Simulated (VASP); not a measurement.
# In in VASP: notebook, part 3 of 3

VASP 6.6.1.

## (6) Electric field gradients, PBE (equal xy, yz and zx shear strains of +2 %)

INCAR

```
ALGO = Normal
EDIFF = 1E-8
ENCUT = 400
GGA = PE
GGA_COMPAT = False
ISIF = 2
ISMEAR = -1
LASPH = True
LCHARG = False
LEFG = True
LREAL = False
LWAVE = False
NBANDS = 12
NELM = 120
PREC = Accurate
SIGMA = 0.05
```

KPOINTS

```
k-points
0
Gamma
  12 12 14
```

POSCAR

```
In
1.0
   -1.5851490000      1.6346280000      2.4739500000
    1.6346280000     -1.5851490000      2.4739500000
    1.6176720000      1.6176720000     -2.4414270000
In
1
Direct
    0.0000000000      0.0000000000      0.0000000000
```

Potentials or basis: VASP PAW PBE potentials, release 64 (In_d).

Run with:

```sh
$ cat potpaw_PBE.64/In_d/POTCAR > POTCAR
$ mpirun -np 1 vasp_std > vasp.out
```

OUTCAR:

```text
EDIFF = 1E-8
   ENCUT = 400
   GGA = PE
   ISIF = 2
   ISMEAR = -1
   LASPH = True
   LREAL = False
   NELM = 120
   PREC = Accurate

 ion  position               nearest neighbor table
   1  0.000  0.000  0.000-

  Warning from LATTYP: Got some problem with cell dimensions!
  Tried to take original basis but could not verify dimensions!
  LATTYP: Found a base centered monoclinic cell.
 ALAT       =     4.6458966050
 B/A-ratio  =     0.9801019455
[... 573 lines left out ...]
    total drift:                                0.000000      0.000000      0.000000

  FREE ENERGIE OF THE ION-ELECTRON SYSTEM (eV)
  ---------------------------------------------------
  free  energy   TOTEN  =        -2.5525078674 eV

  energy  without entropy=       -2.5492057372  energy(sigma->0) =       -2.55085680

 Electric field gradients (V/A^2)
---------------------------------------------------------------------
 ion       V_xx      V_yy      V_zz      V_xy      V_xz      V_yz
---------------------------------------------------------------------
   1      -8.420    -8.420    16.841     4.157     2.025     2.025
---------------------------------------------------------------------

 Electric field gradients after diagonalization (V/A^2)
 (convention: |V_zz| > |V_xx| > |V_yy|)
----------------------------------------------------------------------
 ion       V_xx      V_yy      V_zz     asymmetry (V_yy - V_xx)/ V_zz
----------------------------------------------------------------------
   1     -12.578    -4.645    17.222       0.461
----------------------------------------------------------------------

           NMR quadrupolar parameters

 Cq : quadrupolar parameter    Cq=e*Q*V_zz/h
 eta: asymmetry parameters     (V_yy - V_xx)/ V_zz
 Q  : nuclear electric quadrupole moment in mb (millibarn)
----------------------------------------------------------------------
 ion       Cq(MHz)       eta       Q (mb)
----------------------------------------------------------------------
   1       0.042       0.461       1.000
----------------------------------------------------------------------
```

OSZICAR:

```text
N       E                     dE             d eps       ncg     rms          rms(c)
DAV:   1     0.711060181073E+02    0.71106E+02   -0.53933E+03 13620   0.114E+03
DAV:   2     0.706406137580E+00   -0.70400E+02   -0.68711E+02 14056   0.264E+02
DAV:   3    -0.250782201422E+01   -0.32142E+01   -0.32062E+01 15856   0.594E+01
DAV:   4    -0.257697813614E+01   -0.69156E-01   -0.69139E-01 16988   0.856E+00
DAV:   5    -0.258003417951E+01   -0.30560E-02   -0.30560E-02 18252   0.157E+00    0.230E+00
DAV:   6    -0.255723161274E+01    0.22803E-01   -0.36154E-02 16972   0.389E+00    0.115E+00
DAV:   7    -0.255277658712E+01    0.44550E-02   -0.11349E-02 17332   0.202E+00    0.258E-01
DAV:   8    -0.255250073195E+01    0.27586E-03   -0.87857E-04 18468   0.492E-01    0.332E-02
DAV:   9    -0.255250721730E+01   -0.64854E-05   -0.11705E-05 18512   0.441E-02    0.148E-02
DAV:  10    -0.255250786185E+01   -0.64455E-06   -0.12050E-06 15080   0.115E-02    0.163E-03
DAV:  11    -0.255250786745E+01   -0.55936E-08   -0.43351E-08 17892   0.183E-03
   1 F= -.25525079E+01 E0= -.25508568E+01  d E =-.330213E-02
```

Run time: 73 s. Hardware: 1 thread of Intel Xeon 8259CL, shared host; peak memory 0.23 GiB.

Results:

```
Free energy                             : -2.5525 eV
Pressure                                : 2.0 GPa
Band gap on the k mesh                  : zero (an odd number of electrons rules out a gap without spin polarisation)
Largest electric field gradient by atom : In +17.2 V/Å²
```

Stress tensor (GPa, compression positive):
```
 2.00 -0.44  0.15
-0.44  2.00  0.15
 0.15  0.15  2.03
```

Levels at points of the mesh, in eV from the Fermi level:
| k point | band 2 | band 3 | band 4 | band 5 | band 6 | band 7 | band 8 | band 9 | band 10 | band 11 |
| --- | --- | --- | --- | --- | --- | --- | --- | --- | --- | --- |
| (0.00, 0.00, 0.00) | -14.61 | -14.60 | -14.52 | -14.42 | -9.55 | 10.27 | 10.41 | 11.02 | 11.68 | 13.65 |
| (0.50, 0.00, 0.00) | -14.67 | -14.59 | -14.34 | -14.29 | -4.45 | -3.42 | 7.80 | 9.29 | 11.17 | 11.71 |
| (0.50, 0.50, 0.00) | -14.77 | -14.33 | -14.31 | -14.23 | -1.85 | -1.49 | 3.19 | 4.01 | 6.63 | 7.45 |
| (0.00, 0.00, 0.50) | -14.77 | -14.34 | -14.31 | -14.22 | -2.07 | -1.82 | 3.65 | 4.12 | 7.19 | 7.47 |
| (0.50, 0.00, 0.50) | -14.69 | -14.58 | -14.32 | -14.29 | -4.16 | -3.33 | 7.28 | 8.94 | 11.15 | 11.15 |
| (0.50, 0.50, 0.50) | -14.76 | -14.32 | -14.29 | -14.28 | -2.92 | -2.67 | 4.68 | 4.78 | 8.19 | 8.20 |

Electric field gradients, principal values (V/Å²):
```tsv
atom	least	middle	greatest (by size)
1 In	-4.645	-12.578	17.222
```

Caveat: the cell differs from its parent crystal (equal xy, yz and zx shear strains of +2 %); without QUAD_EFG the Cq values of the log hold for a quadrupole moment of 1 mb, not for the nuclei; spin-orbit coupling is left out, which moves the levels of the heavy elements.

## (7) Summary

```csv
cell,cutoff (eV),gap on the mesh (eV),pressure (GPa)
"a = 3.402, b = 3.402, c = 3.426 Å, angles 123.1, 123.1, 86.7°, 1 atom",400,none,2.0
"a = 3.362 Å, angles 122.8, 122.8, 85.2°, 1 atom",520,none,3.0
"a = 3.386, b = 3.386, c = 3.394 Å, angles 122.7, 122.7, 86.1°, 1 atom",400,none,2.0
"a = 3.362, b = 3.362, c = 3.346 Å, angles 122.0, 122.0, 85.2°, 1 atom",400,none,2.0
```

Alike in all rows: task electric field gradients; level PBE; potentials or basis VASP PAW PBE potentials, release 64 (In_d); no spin polarisation; k mesh 12 × 12 × 14; smearing fermi-dirac 0.05 eV.

Caveats: spin-orbit coupling is left out, which moves the levels of the heavy elements.

Absolute energies hang on the potentials; compare differences alone.
